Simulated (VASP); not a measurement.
TeS2F2, 5 atoms in the cell. It takes space group P6mm (No. 183, hexagonal). Conventional cell: a = 4.238 Å, b = 4.238 Å, c = 8.282 Å, α = 90.00°, β = 90.00°, γ = 120.00°. Within 2.3 Å of Te (site symmetry 6mm) lie 1 S at 1.76 Å. S (site symmetry 6mm) has 1 Te at 2.69 Å within 3.6 Å. Within 2.3 Å of S (site symmetry 6mm) lie 1 Te at 1.76 Å. F (site symmetry 3m) has 3 F at 2.45 Å and 3 Te at 2.52 Å and 3 S at 2.71 Å within 3.2 Å. The cell was built from a structure type or drawn by symmetry, and may not be a known phase.

```yaml
Program: VASP 6.6.1
Task: single point
Functional: PBE
Potentials_or_basis: VASP PAW PBE potentials, release 64 (Te, S, F)
Cutoff: 520 eV
k_mesh: 6 × 6 × 2
Occupations: gaussian, width 0.1 eV
Spin: no spin polarisation
Dipole_correction: no
Further_INCAR_settings: ALGO = Normal; EDIFF = 1e-06; NBANDS = 24
```

Potentials or basis: VASP PAW PBE potentials, release 64 (Te, S, F).

Command:

```console
$ cat potpaw_PBE.64/Te/POTCAR potpaw_PBE.64/S/POTCAR potpaw_PBE.64/F/POTCAR > POTCAR
$ mpirun -np 1 vasp_std > vasp.out
```

Hardware: 1 thread of Intel(R) Xeon(R) 6975P-C (Granite Rapids) (shared host).

**Question.** Estimate the wall time of this run.

**Answer.** Wall time 22 s on 1 thread of Intel(R) Xeon(R) 6975P-C (Granite Rapids) (shared host), peak memory 0.24 GiB. Counts: scf iterations 15, k points 14.
